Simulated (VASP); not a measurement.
SiSn2, 6 atoms in the cell. The structure is hexagonal, space group P-6m2 (No. 187). The conventional cell has a = 3.246 Å, b = 3.246 Å, c = 15.640 Å, α = 90.00°, β = 90.00°, γ = 120.00°. Si (site symmetry 3m) has 6 Sn at 3.21 Å and 6 Si at 3.25 Å within 4.2 Å. Within 4.2 Å of Sn (site symmetry -6m2) lie 12 Sn at 3.21 to 3.25 Å. Sn (site symmetry -6m2) has 6 Si at 3.21 Å and 6 Sn at 3.25 Å within 4.2 Å. Sn (site symmetry 3m) has 3 Si at 3.21 Å and 9 Sn at 3.21 to 3.25 Å within 4.2 Å. 

| Property | Result |
| --- | --- |
| Program | VASP 6.6.1 |
| Task | single point |
| Functional | PBE |
| Potentials or basis | VASP PAW PBE potentials, release 64 (Si, Sn_d) |
| Cutoff | 520 eV |
| k mesh | 6 × 6 × 1 |
| Occupations | gaussian, width 0.1 eV |
| Spin | no spin polarisation |
| Dipole correction | no |
| Further INCAR settings | ALGO = Normal; EDIFF = 1e-06; NBANDS = 41 |

Potentials or basis: VASP PAW PBE potentials, release 64 (Si, Sn_d).

Run with:

```sh
$ cat potpaw_PBE.64/Si/POTCAR potpaw_PBE.64/Sn_d/POTCAR > POTCAR
$ mpirun -np 1 vasp_std > vasp.out
```

Hardware: 1 thread of Intel(R) Xeon(R) Platinum 8259CL CPU @ 2.50GHz (Skylake/Cascade Lake), with other jobs on the host.

Question: How long does it take, and how much memory?

Answer: Wall time 40 s on 1 thread of Intel(R) Xeon(R) Platinum 8259CL CPU @ 2.50GHz (Skylake/Cascade Lake), with other jobs on the host, peak memory 0.25 GiB. Counts: scf iterations 15, k points 7.
